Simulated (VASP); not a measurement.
Here is a VASP 6.6.1 calculation.

POSCAR

```
Au
1.0
    0.0000000000      2.0455000000      2.0455000000
    2.0455000000      0.0000000000      2.0455000000
    2.0455000000      2.0455000000      0.0000000000
Au
1
Direct
    0.0000000000      0.0000000000      0.0000000000
```

The input INCAR.step1:

```
PREC = Accurate
ENCUT = 520
ISMEAR = 0
SIGMA = 0.15
LREAL = F
LASPH = T
NELM = 100
NBANDS = 12
GGA = PE
ALGO = Normal
EDIFF = 1E-4
LWAVE = T
LCHARG = F
```

INCAR.step2

```
PREC = Accurate
ENCUT = 520
EDIFF = 1E-6
ISMEAR = 0
SIGMA = 0.15
LREAL = F
LASPH = T
NELM = 100
ALGO = Normal
ISIF = 2
LWAVE = F
LCHARG = F
METAGGA = R2SCAN
LMIXTAU = T
NBANDS = 12
ISTART = 1
```

KPOINTS

```
Automatic mesh
0
Gamma
  14 14 14
```

Potentials or basis: VASP PAW PBE potentials, release 64 (Au).

The run is started by

```console
$ cat potpaw_PBE.64/Au/POTCAR > POTCAR
$ cp INCAR.step1 INCAR
$ mpirun -np 1 vasp_std > vasp.out
$ cp INCAR.step2 INCAR
$ mpirun -np 1 vasp_std > vasp.out
```

(1) Estimate the pressure.

## Answers

(1) 4.3 GPa.

Caveat: the PAW data sets were made with another functional, which shifts forces and pressure a little.
